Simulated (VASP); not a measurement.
SnO: single point with PBE

Crystal: SnO.

```
CELL_PARAMETERS angstrom
0.00000 2.55910 2.55910
2.55910 0.00000 2.55910
2.55910 2.55910 0.00000
ATOMIC_POSITIONS crystal
Sn 0.00000 0.00000 0.00000
O 0.50000 0.50000 0.50000
```

| Property | Result |
| --- | --- |
| Program | VASP 6.6.1 |
| Task | single point |
| Functional | PBE |
| Potentials or basis | VASP PAW PBE potentials, release 64 (Sn_d, O) |
| Cutoff | 520 eV |
| k mesh | 8 × 8 × 8 |
| Occupations | gaussian, width 0.1 eV |
| Spin | no spin polarisation |

| Item | Value |
| --- | --- |
| Pressure | -0.2 GPa |
| Band gap on the k mesh | 0.89 eV (least direct gap 0.93 eV) |

Levels at points of the mesh, in eV from the valence-band top:
| k point | band 6 | band 7 | band 8 | band 9 | band 10 | band 11 | band 12 | band 13 | band 14 | band 15 |
| --- | --- | --- | --- | --- | --- | --- | --- | --- | --- | --- |
| (0.00, 0.00, 0.00) | -18.18 | -6.39 | -2.86 | -2.86 | -2.86 | 7.85 | 7.85 | 7.85 | 10.34 | 10.34 |
| (0.50, 0.00, 0.00) | -17.58 | -7.96 | -2.67 | -2.67 | -0.44 | 1.00 | 4.58 | 4.58 | 9.80 | 14.20 |
| (0.50, 0.50, 0.00) | -17.15 | -5.95 | -4.37 | -3.93 | -3.93 | 3.82 | 5.49 | 6.04 | 6.04 | 13.77 |

It took 22 s on 1 thread of Intel Xeon 8259CL, with other jobs on the host, peak memory 0.16 GiB.

Caveat: spin-orbit coupling is left out, which moves the levels of the heavy elements. A k mesh can miss the band edges.
